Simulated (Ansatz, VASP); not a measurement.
Two plane-wave programs on Ba2H

```
Ba H
1.0
     0.00000    3.92969    0.00000
     3.92969    0.00000    0.00000
     1.96484    1.96484   -7.10618
Ba H
2 1
Direct
  0.37000 0.37000 0.26000
  0.63000 0.63000 0.74000
  0.00000 0.00000 0.00000
```

Alike in both runs: task single point; functional r2SCAN; k mesh 5 × 5 × 5; occupations methfessel-paxton of order 1, width 0.0911 eV; no spin polarisation.

|  | VASP | Ansatz |
| --- | --- | --- |
| version | VASP 6.6.1 | Ansatz 0.2.0 |
| potentials or method | VASP PAW PBE potentials, release 64 (Ba_sv, H), cutoff 520 eV | PAW plane waves |
| valence electrons in the cell | 21 | 21 |

|  | VASP | Ansatz | Ansatz less VASP |
| --- | --- | --- | --- |
| gap on the k mesh at the Fermi level (eV) | none | none | - |
| pressure (GPa) | -0.1 | -0.4 | -0.22 |
| traceless stress, the component that is largest in VASP (GPa) | 1.47 | 1.47 | +0.001 |
| rms of the force components (eV/Å) | 0.137 | 0.156 | +0.0190 |

VASP's potentials were made for PBE, not for r2SCAN. Atom by atom the forces differ by 0.019 eV/Å (rms over components). A gap of «none» marks a metal or a gap that the smearing closes.

Spin-orbit coupling is off throughout.
